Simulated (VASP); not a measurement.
Set up this calculation in VASP 6.6.1, as the native input.

* Task: single point
* Functional: RPBE
* Dispersion: D4
* Potentials or basis: VASP PAW PBE potentials, release 64 (Ga_d, O)
* Cutoff: 520 eV
* k mesh: 9 × 9 × 5
* Occupations: fermi-dirac, width 0.05 eV
* Spin: no spin polarisation
* Dipole correction: no
* Further INCAR settings: ALGO = Normal; EDIFF = 1e-07; NBANDS = 55

The structure of Ga2O3 lies in POSCAR:

```
Ga2O3
1.0
    6.0660121878     -1.5083580822      0.0000000000
    6.0660121878      1.5083580822      0.0000000000
   -1.3766866767      0.0000000000      5.5922223059
Ga O
4 6
Direct
    0.3413400000      0.3413400000      0.6859800000
    0.6586600000      0.6586600000      0.3140200000
    0.9095000000      0.9095000000      0.2054000000
    0.0905000000      0.0905000000      0.7946000000
    0.5041000000      0.5041000000      0.7434000000
    0.4959000000      0.4959000000      0.2566000000
    0.8267000000      0.8267000000      0.4368000000
    0.1733000000      0.1733000000      0.5632000000
    0.8355000000      0.8355000000      0.8902000000
    0.1645000000      0.1645000000      0.1098000000
```

The input as run:

INCAR

```
SYSTEM = Ga2O3
PREC = Accurate
ENCUT = 520
EDIFF = 1E-7
ISMEAR = -1
SIGMA = 0.05
LREAL = .False.
LASPH = .True.
NELM = 80
ALGO = Normal
ISIF = 2
LWAVE = .False.
LCHARG = .False.
GGA = RP
IVDW = 13
NBANDS = 55
```

KPOINTS

```
regular mesh
0
Gamma
  9 9 5
  0 0 0
```

Potentials or basis: VASP PAW PBE potentials, release 64 (Ga_d, O).

Run with:

```bash
$ cat potpaw_PBE.64/Ga_d/POTCAR potpaw_PBE.64/O/POTCAR > POTCAR
$ mpirun -np 1 vasp_std > vasp.out
```

It gave:

```
Pressure                   : 8.4 GPa
Largest force              : 0.422 eV/Å
Band gap on the k mesh     : 2.72 eV (least direct gap 2.73 eV)
Dispersion energy per atom : -0.672 eV
```

Caveat: the cell stands under pressure; the PAW data sets were made with another functional, which shifts forces and pressure a little.

Run time: 12 min on 1 thread of Intel(R) Xeon(R) 6975P-C (Granite Rapids), with other jobs on the host, peak memory 0.63 GiB.
